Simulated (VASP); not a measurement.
Set up this calculation in VASP 6.6.1, as the native input.

```
Task                   : single point
Functional             : r2SCAN
Potentials or basis    : VASP PAW PBE potentials, release 64 (Cu)
Cutoff                 : 520 eV
k mesh                 : 24 × 24 × 24
Occupations            : gaussian, width 0.15 eV
Spin                   : no spin polarisation
Dipole correction      : no
Further INCAR settings : ALGO = Normal; EDIFF = 1e-07; NBANDS = 12
```

Crystal: Cu.

```
Cu
1.0
    -1.39951    1.39951    1.35544
     1.39951   -1.39951    1.35544
     1.39951    1.39951   -1.35544
Cu
1
Direct
  0.00000 0.00000 0.00000
```

This cell differs from its parent crystal: strain -0.030 along x and y, -0.015 along z.

One way to write it, as run:

POSCAR

```
Cu
1.0
   -1.3995095204      1.3995095204      1.3554402282
    1.3995095204     -1.3995095204      1.3554402282
    1.3995095204      1.3995095204     -1.3554402282
Cu
1
Direct
    0.0000000000      0.0000000000      0.0000000000
```

INCAR.step1

```
PREC = Accurate
ENCUT = 520
ISMEAR = 0
SIGMA = 0.15
LREAL = F
LASPH = T
NELM = 100
NBANDS = 12
GGA = PE
ALGO = Normal
EDIFF = 1E-4
LWAVE = T
LCHARG = F
```

INCAR.step2

```
PREC = Accurate
ENCUT = 520
EDIFF = 1E-7
ISMEAR = 0
SIGMA = 0.15
LREAL = F
LASPH = T
NELM = 100
ALGO = Normal
ISIF = 2
LWAVE = F
LCHARG = F
METAGGA = R2SCAN
LMIXTAU = T
NBANDS = 12
ISTART = 1
```

KPOINTS

```
regular mesh
0
Gamma
  24 24 24
```

Potentials or basis: VASP PAW PBE potentials, release 64 (Cu).

Run with:

```sh
$ cat potpaw_PBE.64/Cu/POTCAR > POTCAR
$ cp INCAR.step1 INCAR
$ mpirun -np 1 vasp_std > vasp.out
$ cp INCAR.step2 INCAR
$ mpirun -np 1 vasp_std > vasp.out
```

Results of the run:

```
Pressure               : 15.9 GPa
Band gap on the k mesh : zero (an odd number of electrons rules out a gap without spin polarisation)
```

Caveat: the cell differs from its parent crystal (strain -0.030 along x and y, -0.015 along z); the cell stands under pressure; the PAW data sets were made with another functional, which shifts forces and pressure a little.

Run time: 5.1 min on 1 thread of AMD EPYC 9R45 96-Core Processor (Zen 5), on a shared host, peak memory 0.21 GiB.
